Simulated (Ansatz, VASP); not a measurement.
# CuO: VASP beside Ansatz

```
Cu O
1.0
     2.34465   -1.71340    0.00000
     2.34465    1.71340    0.00000
    -0.86055    0.00000    5.05944
Cu O
2 2
Cartesian
  1.1723 0.8457 0.0000
  0.7420 -0.8457 2.5297
  2.0724 -0.2841 1.2836
  1.6421 0.2841 3.8133
```

Alike in both runs: task single point; functional LDA; k mesh 7 × 7 × 4; occupations gaussian, width 0.05 eV; collinear spin; Hubbard terms Cu d U = 8.0 eV.

|  | VASP | Ansatz |
| --- | --- | --- |
| version | VASP 6.6.1 | Ansatz 0.2.0 |
| potentials or method | VASP PAW LDA potentials, release 64 (Cu_sv_GW, O), cutoff 820 eV | scalar-relativistic, plane waves, PAW |
| valence electrons in the cell | 50 | 50 |

```tsv
	VASP	Ansatz	Ansatz less VASP
pressure (GPa)	-9.0	-5.6	+3.45
traceless stress, the component that is largest in VASP (GPa)	1.27	1.71	+0.438
rms of the force components (eV/Å)	0.429	0.461	+0.0323
net moment per atom (μB)	0.50	0.50	-0.005
size of the moment on the site where the two differ most (μB)	0.76	0.62	-0.141
```

LDA's correlation is that of Perdew and Zunger in VASP and of Perdew and Wang (1992) in Ansatz. Site moments also hang on the region over which each program counts them. The programs project onto different local orbitals, so the same U acts differently, and such runs can settle in different states. Atom by atom the forces differ by 0.049 eV/Å (rms over components). Ansatz's warnings: filled band counts differ across k points, stress scf threshold loose.
